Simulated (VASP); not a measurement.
A run of VASP 6.6.1 is set up as follows.

INCAR

```
ALGO     = Normal         # electronic algorithm
EDIFF    = 1E-6           # SCF threshold, eV
ENCUT    = 520            # plane-wave cutoff, eV
ISIF     = 2              # what is computed and relaxed
ISMEAR   = -1             # smearing method
ISPIN    = 2              # spin polarisation
LASPH    = T              # aspherical terms in the spheres
LCHARG   = F              # write CHGCAR
LMAXMIX  = 4              # l up to which the mixer works
LORBIT   = 11             # projections on sites
LREAL    = F              # projectors in reciprocal space
LWAVE    = F              # write WAVECAR
MAGMOM   = 4 4 0 0 0 0    # initial moments
NBANDS   = 38             # bands
NELM     = 150            # most SCF steps
PREC     = Accurate       # precision mode
SIGMA    = 0.05           # smearing width, eV
```

Contents of KPOINTS:

```
k-points
0
Gamma
  9 7 5
```

The input POSCAR:

```
MnO2
1.0
    2.7811135266      0.0000000000      0.0000000000
    0.0000000000      3.6965935090      0.0000000000
    0.0000000000      0.0000000000      5.7316631842
Mn O
2 4
Direct
    0.5000000000      0.5000000000      0.3356550771
    0.0000000000      0.0000000000      0.6643449229
    0.5000000000      0.0000000000      0.8532659180
    0.0000000000      0.5000000000      0.1467340820
    0.5000000000      0.0000000000      0.4147476272
    0.0000000000      0.5000000000      0.5852523728
```

Potentials or basis: VASP PAW LDA potentials, release 64 (Mn_pv, O).

Launch:

```sh
$ cat potpaw_LDA.64/Mn_pv/POTCAR potpaw_LDA.64/O/POTCAR > POTCAR
$ mpirun -np 1 vasp_std > vasp.out
```

(1) Estimate the largest force.

(2) What does it give for the net moment?

## Answers

(1) 0.178 eV/Å.

(2) 5.82 μB per cell.

Caveat: only a ferromagnetic start was run, and an antiferromagnetic order may lie lower in energy.
